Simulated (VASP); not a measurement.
# Ni (Fm-3m) in VASP: notebook

Ni is run at these levels: PBE; tasks: single point.

All numbers are computed with VASP 6.6.1; they aren't measurements. Logs are shortened: lines on timing, memory, paths and dates and some standing lists are left out, and cuts for length are marked.

### Step 1. The cell of the first run

It takes space group Fm-3m (No. 225, cubic). The conventional cell has a = 3.519 Å, b = 3.519 Å, c = 3.519 Å, α = 90.00°, β = 90.00°, γ = 90.00°. Within 3.3 Å of Ni (site symmetry m-3m) lie 12 Ni at 2.49 Å.

### Step 2. Single point, PBE, collinear spin, ferromagnetic start

File INCAR:

```
  PREC = Accurate
  ENCUT = 520
  EDIFF = 1E-7
  ISMEAR = -1
  SIGMA = 0.3
  LREAL = F
  LASPH = T
  NELM = 150
  ALGO = Normal
  ISIF = 2
  LWAVE = F
  LCHARG = T
  ISPIN = 2
  MAGMOM = 0.672
  LORBIT = 11
  LMAXMIX = 4
  GGA = PE
  LELF = T
  LVHAR = T
  NBANDS = 15
```

File KPOINTS:

```
Automatic mesh
0
Gamma
  15 15 15
```

File POSCAR:

```
Ni
1.0
    0.0000000000      1.7596893266      1.7596893266
    1.7596893266      0.0000000000      1.7596893266
    1.7596893266      1.7596893266      0.0000000000
Ni
1
Direct
    0.0000000000      0.0000000000      0.0000000000
```

Potentials or basis: VASP PAW PBE potentials, release 64 (Ni).

Launch:

```
cat potpaw_PBE.64/Ni/POTCAR > POTCAR
mpirun -np 1 vasp_std > vasp.out
```

OUTCAR:

```text
PREC = Accurate
   ENCUT = 520
   EDIFF = 1E-7
   ISMEAR = -1
   LREAL = F
   LASPH = T
   NELM = 150
   ISIF = 2
   ISPIN = 2
   LORBIT = 11
   GGA = PE

 ion  position               nearest neighbor table
   1  0.000  0.000  0.000-

  LATTYP: Found a face centered cubic cell.
 ALAT       =     3.5193786532

  Lattice vectors:

 A1 = (   0.0000000000,   1.7596893266,   1.7596893266)
 A2 = (   1.7596893266,   0.0000000000,   1.7596893266)
 A3 = (   1.7596893266,   1.7596893266,   0.0000000000)

Analysis of symmetry for initial positions (statically):
=====================================================================
 Subroutine PRICEL returns:
 Original cell was already a primitive cell.

 Routine SETGRP: Setting up the symmetry group for a
 face centered cubic supercell.

 Subroutine GETGRP returns: Found 48 space group operations
 (whereof 48 operations were pure point group operations)
 out of a pool of 48 trial point group operations.

The static configuration has the point symmetry O_h .

Analysis of symmetry for dynamics (positions and initial velocities):
=====================================================================
 Subroutine PRICEL returns:
 Original cell was already a primitive cell.

 Routine SETGRP: Setting up the symmetry group for a
 face centered cubic supercell.

 Subroutine GETGRP returns: Found 48 space group operations
 (whereof 48 operations were pure point group operations)
 out of a pool of 48 trial point group operations.

The dynamic configuration has the point symmetry O_h .

Analysis of structural, dynamic, and magnetic symmetry:
=====================================================================
 Subroutine PRICEL returns:
 Original cell was already a primitive cell.

 Routine SETGRP: Setting up the symmetry group for a
 face centered cubic supercell.

 Subroutine GETGRP returns: Found 48 space group operations
 (whereof 48 operations were pure point group operations)
 out of a pool of 48 trial point group operations.

The overall configuration has the point symmetry O_h .

 Subroutine INISYM returns: Found 48 space group operations
 (whereof 48 operations are pure point group operations),
 and found     1 'primitive' translations

----------------------------------------------------------------------------------------

                                     Primitive cell

  volume of cell :      10.8978

  direct lattice vectors                    reciprocal lattice vectors
     0.000000000  1.759689327  1.759689327    -0.284141065  0.284141065  0.284141065
     1.759689327  0.000000000  1.759689327     0.284141065 -0.284141065  0.284141065
     1.759689327  1.759689327  0.000000000     0.284141065  0.284141065 -0.284141065

  length of vectors
     2.488576511  2.488576511  2.488576511     0.492146762  0.492146762  0.492146762

  position of ions in fractional coordinates (direct lattice)
     0.000000000  0.000000000  0.000000000

  ion indices of the primitive-cell ions
   primitive index   ion index
                 1           1

----------------------------------------------------------------------------------------

 KPOINTS: Automatic mesh

Automatic generation of k-mesh.
 Grid dimensions read from file:
 generate k-points for:   15   15   15

 Generating k-lattice:

  Cartesian coordinates                     Fractional coordinates (reciprocal lattice)
    -0.018942738  0.018942738  0.018942738     0.066666667  0.000000000  0.000000000
     0.018942738 -0.018942738  0.018942738     0.000000000  0.066666667  0.000000000
     0.018942738  0.018942738 -0.018942738     0.000000000  0.000000000  0.066666667

  Length of vectors
     0.032809784  0.032809784  0.032809784

  Shift w.r.t. Gamma in fractional coordinates (k-lattice)
     0.000000000  0.000000000  0.000000000

 Subroutine IBZKPT returns following result:
 ===========================================

 Found    120 irreducible k-points:

 Following reciprocal coordinates:
            Coordinates               Weight
  0.000000  0.000000  0.000000      1.000000
  0.066667  0.000000  0.000000      8.000000
  0.133333  0.000000  0.000000      8.000000
  0.200000  0.000000  0.000000      8.000000
  0.266667  0.000000  0.000000      8.000000
  0.333333  0.000000  0.000000      8.000000
[... 16 lines left out ...]
  0.133333  0.133333  0.000000      6.000000
  0.200000  0.133333  0.000000     24.000000
 [... further k-points ...]
   k-points           NKPTS =    120   k-points in BZ     NKDIM =    120   number of bands    NBANDS=     15
   number of dos      NEDOS =    301   number of ions     NIONS =      1
   total plane-waves  NPLWV =   8000
   dimension x,y,z NGX =    20 NGY =   20 NGZ =   20
   dimension x,y,z NGXF=    40 NGYF=   40 NGZF=   40
   ions per type =               1
   NGX,Y,Z   is equivalent  to a cutoff of  13.36, 13.36, 13.36 a.u.
   NGXF,Y,Z  is equivalent  to a cutoff of  26.72, 26.72, 26.72 a.u.
 SYSTEM =  unknown system
   PREC   = accura    normal or accurate (medium, high low for compatibility)
   ISTART =      0    job   : 0-new  1-cont  2-samecut
   ICHARG =      2    charge: 1-file 2-atom 10-const
   ISPIN  =      2    spin polarized calculation?
   LNONCOLLINEAR =      F non collinear calculations
   LSORBIT =      F    spin-orbit coupling
   LASPH  =      T    aspherical Exc in radial PAW
   ENCUT  =  520.0 eV  38.22 Ry    6.18 a.u.   4.63  4.63  4.63*2*pi/ulx,y,z
   NELM   =    150;   NELMIN=  2; NELMDL= -5     # of ELM steps
   EDIFF  = 0.1E-06   stopping-criterion for ELM
   LREAL  =      F    real-space projection
   EDIFFG = 0.1E-05   stopping-criterion for IOM
   NSW    =      0    number of steps for IOM
   IBRION =     -1    ionic relax: 0-MD 1-quasi-New 2-CG
   NFREE  =      0    steps in history (QN), initial steepest desc. (CG)
   ISIF   =      2    stress and relaxation
   ISYM   =      2    0-nonsym 1-usesym 2-fastsym
   POTIM  = 0.5000    time-step for ionic-motion
   TEBEG  =    0.0;   TEEND  =   0.0 temperature during run
   PSTRESS=    0.0 pullay stress
   NELECT =      10.0000    total number of electrons
   NUPDOWN=      -1.0000    fix difference up-down
   EMIN   =  10.00;   EMAX   =-10.00  energy-range for DOS
   EFERMI =   0.00;   METHOD = LEGACY
   ISMEAR =    -1;   SIGMA  =   0.30  broadening in eV -4-tet -1-fermi 0-gaus
   EFERMI_NEDOS =   21; number of points for ismear=-14 and -15
   IALGO  =     38    algorithm
   IMIX   =      4    mixing-type and parameters
     AMIX     =   0.40;   BMIX     =  1.00
     AMIX_MAG =   1.60;   BMIX_MAG =  1.00
  volume/ion in A,a.u.               =      10.90        73.54
  Fermi-wavevector in a.u.,A,eV,Ry     =   1.590849  3.006268 34.433612  2.530799
  Thomas-Fermi vector in A             =   2.689480
   LORBIT       =     11    0 simple, 1 ext, 2 COOP (PROOUT), +10 PAW based schemes
   GGA     = PE    functional components
   LHFCALC =     F    Hartree Fock is set to
   AEXX    =    0.0000 exact exchange contribution
   IVDW    =     0    specifies the selected vdW correction
   LEPSILON=     F    determine dielectric tensor
   LRPA    =     F    only Hartree local field effects (RPA)
 spin polarized calculation
  energy-cutoff  :      520.00
  volume of cell :       10.90
 maximum number of plane-waves:       304
   NGX =  9   NGY =  9   NGZ =  9

 number of electron      10.0000009 magnetization      -0.0019504

 number of electron      10.0000009 magnetization       0.0000109

 Free energy of the ion-electron system (eV)
  ---------------------------------------------------
  ext. energy  EPLUGINS =         0.00000000
  ---------------------------------------------------
  free energy    TOTEN  =        -5.71644875 eV

  energy without entropy =       -5.24136658  energy(sigma->0) =       -5.47890766

 E-fermi :   9.3543     XC(G=0): -13.2481

 val. band max:        9.3171353869   @ k =   0.4000   0.1333   0.0667
 cond. band min:       9.4003455298   @ k =  -0.2667   0.1333   0.0000
 fundamental gap:      0.0832101429
 Fermi energy:         9.3543018688

 spin component 1

 k-point     1 :       0.0000    0.0000    0.0000
  band No.  band energies     occupation
      1       0.3372      1.00000
      2       7.3117      0.99890
      3       7.3117      0.99890
      4       7.3117      0.99890
      5       8.3961      0.96061
      6       8.3961      0.96061
      7      32.9863      0.00000
      8      36.9004      0.00000
      9      36.9004      0.00000
     10      36.9004      0.00000
     11      39.8992      0.00000
     12      39.8992      0.00000
     13      39.8992      0.00000
     14      42.7393      0.00000
     15      49.1887      0.00000

 k-point     2 :       0.0667    0.0000    0.0000
  band No.  band energies     occupation
      1       0.5109      1.00000
      2       7.2644      0.99906
      3       7.3509      0.99874
      4       7.3509      0.99874
      5       8.3794      0.96266
      6       8.3794      0.96266
      7      32.4056      0.00000
      8      34.9871      0.00000
      9      36.5116      0.00000
     10      36.5116      0.00000
     11      40.4811      0.00000
     12      40.4811      0.00000
     13      40.9498      0.00000
     14      44.2368      0.00000
     15      47.6049      0.00000
[... 365 lines left out ...]
      3       7.5700      0.99740
      4       7.5700      0.99740
      5       8.1083      0.98453
      6       8.5119      0.94310
      7      31.6297      0.00000
      8      32.7433      0.00000
      9      32.7433      0.00000
     10      33.9024      0.00000
     11      40.5565      0.00000
     12      43.2501      0.00000
     13      43.9517      0.00000
     14      43.9517      0.00000
     15      47.5882      0.00000

 k-point    24 :       0.2000    0.1333    0.0000
  band No.  band energies     occupation
      1       1.8394      1.00000
      2       6.8264      0.99978
      3       7.6572      0.99652
      4       7.6951      0.99605
      5       8.0523      0.98713
      6       8.5762      0.93046
      7      29.0592      0.00000
      8      31.6317      0.00000
      9      32.0300      0.00000
     10      34.3128      0.00000
     11      38.8175      0.00000
     12      43.2182      0.00000
     13      44.9153      0.00000
     14      45.5277      0.00000
     15      50.4240      0.00000

 [... further k-points ...]

 spin component 2

 k-point     1 :       0.0000    0.0000    0.0000
  band No.  band energies     occupation
      1       0.3372      1.00000
      2       7.3117      0.99890
      3       7.3117      0.99890
      4       7.3117      0.99890
      5       8.3961      0.96061
      6       8.3961      0.96061
      7      32.9862      0.00000
      8      36.9004      0.00000
      9      36.9004      0.00000
     10      36.9004      0.00000
     11      39.8993      0.00000
     12      39.8993      0.00000
     13      39.8993      0.00000
     14      42.7392      0.00000
     15      49.1887      0.00000

 k-point     2 :       0.0667    0.0000    0.0000
  band No.  band energies     occupation
      1       0.5109      1.00000
      2       7.2644      0.99906
      3       7.3509      0.99874
      4       7.3509      0.99874
      5       8.3794      0.96266
      6       8.3794      0.96266
      7      32.4056      0.00000
      8      34.9871      0.00000
      9      36.5116      0.00000
     10      36.5116      0.00000
     11      40.4811      0.00000
     12      40.4811      0.00000
     13      40.9497      0.00000
     14      44.2367      0.00000
     15      47.6049      0.00000
[... 365 lines left out ...]
      3       7.5700      0.99739
      4       7.5700      0.99739
      5       8.1083      0.98453
      6       8.5120      0.94310
      7      31.6297      0.00000
      8      32.7433      0.00000
      9      32.7433      0.00000
     10      33.9024      0.00000
     11      40.5565      0.00000
     12      43.2501      0.00000
     13      43.9517      0.00000
     14      43.9517      0.00000
     15      47.5882      0.00000

 k-point    24 :       0.2000    0.1333    0.0000
  band No.  band energies     occupation
      1       1.8394      1.00000
      2       6.8264      0.99978
      3       7.6572      0.99652
      4       7.6951      0.99605
      5       8.0523      0.98713
      6       8.5762      0.93045
      7      29.0592      0.00000
      8      31.6318      0.00000
      9      32.0300      0.00000
     10      34.3128      0.00000
     11      38.8176      0.00000
     12      43.2182      0.00000
     13      44.9153      0.00000
     14      45.5277      0.00000
     15      50.4240      0.00000

 [... further k-points ...]
[... 5 lines left out ...]
  --------------------------------------------------------------------------------------
  -------------------------------------------------------------------------------------
  Total        0.1369023      0.1369023      0.1369023     -0.0000000     -0.0000000     -0.0000000
  in kB       20.1272027     20.1272027     20.1272027     -0.0000000     -0.0000000     -0.0000000
  external PRESSURE =      20.1272027 kB  Pullay stress =       0.0000000 kB

 VOLUME and BASIS-vectors are now :
 -----------------------------------------------------------------------------
  energy-cutoff  :      520.00
  volume of cell :       10.90
      direct lattice vectors                 reciprocal lattice vectors
     0.000000000  1.759689327  1.759689327    -0.284141065  0.284141065  0.284141065
     1.759689327  0.000000000  1.759689327     0.284141065 -0.284141065  0.284141065
     1.759689327  1.759689327  0.000000000     0.284141065  0.284141065 -0.284141065

 POSITION                                       TOTAL-FORCE (eV/Angst)
 -----------------------------------------------------------------------------------
      0.00000      0.00000      0.00000         0.000000      0.000000      0.000000
 -----------------------------------------------------------------------------------
    total drift:                                0.000000     -0.000000      0.000000

  FREE ENERGIE OF THE ION-ELECTRON SYSTEM (eV)
  ---------------------------------------------------
  free  energy   TOTEN  =        -5.7164487455 eV

  energy  without entropy=       -5.2413665810  energy(sigma->0) =       -5.47890766

 total charge

# of ion       s       p       d       tot
------------------------------------------
    1        0.498   0.497   8.313   9.308

 magnetization (x)

# of ion       s       p       d       tot
------------------------------------------
    1        0.000  -0.000   0.000   0.000
```

Wall time 60 s (1 thread of Intel Xeon Platinum 8259CL at 2.50GHz (Skylake/Cascade Lake), shared host); peak memory 0.15 GiB.

Results:

```
Free energy                                           : -5.7164 eV
Pressure                                              : 2.0 GPa
Band gap on the k mesh                                : zero (filled and empty bands overlap)
Net moment                                            : 0.00 μB per cell
Valence electrons inside the program's atomic spheres : Ni 9.31
```

### Step 3. Single point, PBE, collinear spin, ferromagnetic start

File INCAR:

```
SYSTEM = Ni
  PREC = Accurate
  ENCUT = 520
  EDIFF = 1E-6
  ISMEAR = -1
  SIGMA = 0.6
  LREAL = .FALSE.
  LASPH = .TRUE.
  NELM = 150
  ALGO = Normal
  ISIF = 2
  LWAVE = .FALSE.
  LCHARG = .TRUE.
  ISPIN = 2
  MAGMOM = 0.672
  LORBIT = 11
  LMAXMIX = 4
  GGA = PE
  LELF = .TRUE.
  LVHAR = .TRUE.
  NBANDS = 15
```

File KPOINTS:

```
regular mesh
0
G
  15 15 15
  0 0 0
```

POSCAR is that of step 2.

Potentials or basis: VASP PAW PBE potentials, release 64 (Ni).

Launch:

```
cat potpaw_PBE.64/Ni/POTCAR > POTCAR
mpirun -np 1 vasp_std > vasp.out
```

Run time: 51 s. Hardware: 1 thread of Intel Xeon Platinum 8259CL at 2.50GHz (Skylake/Cascade Lake), shared host; peak memory 0.15 GiB.

It converged, with:

- Free energy: -6.3179 eV
- Pressure: 8.8 GPa
- Band gap on the k mesh: zero (filled and empty bands overlap)
- Net moment: 0.00 μB per cell
- Valence electrons inside the program's atomic spheres: Ni 9.30

Levels at points of the mesh, in eV from the Fermi level:
Spin up:
| k point | band 1 | band 2 | band 3 | band 4 | band 5 | band 6 | band 7 | band 8 | band 9 | band 10 |
| --- | --- | --- | --- | --- | --- | --- | --- | --- | --- | --- |
| (0.00, 0.00, 0.00) | -9.34 | -2.40 | -2.40 | -2.40 | -1.32 | -1.32 | 23.31 | 27.22 | 27.22 | 27.22 |
Spin down:
| k point | band 2 | band 3 | band 4 | band 5 | band 6 | band 7 | band 8 | band 9 |
| --- | --- | --- | --- | --- | --- | --- | --- | --- |
| (0.00, 0.00, 0.00) | -2.40 | -2.40 | -2.40 | -1.32 | -1.32 | 23.31 | 27.22 | 27.22 |

### Step 4. Single point, PBE, collinear spin, ferromagnetic start

File INCAR:

```
PREC = Accurate
ENCUT = 520
EDIFF = 1E-6
ISMEAR = -1
SIGMA = 1.0
LREAL = F
LASPH = T
NELM = 150
ALGO = Normal
ISIF = 2
LWAVE = F
LCHARG = F
ISPIN = 2
MAGMOM = 0.672
LORBIT = 11
LMAXMIX = 4
GGA = PE
NBANDS = 15
```

File KPOINTS:

```
Automatic mesh
0
Gamma
  15 15 15
```

POSCAR is that of step 3.

Launch:

```
cat potpaw_PBE.64/Ni/POTCAR > POTCAR
mpirun -np 1 vasp_std > vasp.out
```

It took 43 s on 1 thread of Intel Xeon Platinum 8259CL at 2.50GHz (Skylake/Cascade Lake), shared host; peak memory 0.15 GiB.

It converged, with:

* Free energy: -7.4584 eV
* Pressure: 20.7 GPa
* Band gap on the k mesh: zero (filled and empty bands overlap)
* Net moment: 0.00 μB per cell
* Valence electrons inside the program's atomic spheres: Ni 9.30

Levels at points of the mesh, in eV from the Fermi level:
Spin up:
| k point | band 4 | band 5 | band 6 | band 7 | band 8 | band 9 |
| --- | --- | --- | --- | --- | --- | --- |
| (0.00, 0.00, 0.00) | -2.94 | -1.87 | -1.87 | 22.85 | 26.76 | 26.76 |
Spin down:
```csv
k point,band 3,band 4,band 5,band 6,band 7,band 8,band 9,band 10
"(0.00, 0.00, 0.00)",-2.94,-2.94,-1.87,-1.87,22.85,26.76,26.76,26.76
```

### Step 5. Overview

| smearing | gap on the mesh (eV) | pressure (GPa) | moment (μB) |
| --- | --- | --- | --- |
| fermi-dirac 0.3 eV | none | 2.0 | 0.00 |
| fermi-dirac 0.6 eV | none | 8.8 | 0.00 |
| fermi-dirac 1 eV | none | 20.7 | 0.00 |

Alike in all rows: task single point; level PBE; potentials or basis VASP PAW PBE potentials, release 64 (Ni); spin collinear, ferromagnetic start; cell as given; k mesh 15 × 15 × 15; cutoff (eV) 520.

Every run on the cell as given and a fine mesh finds a metal.

Absolute energies hang on the potentials; compare differences alone.
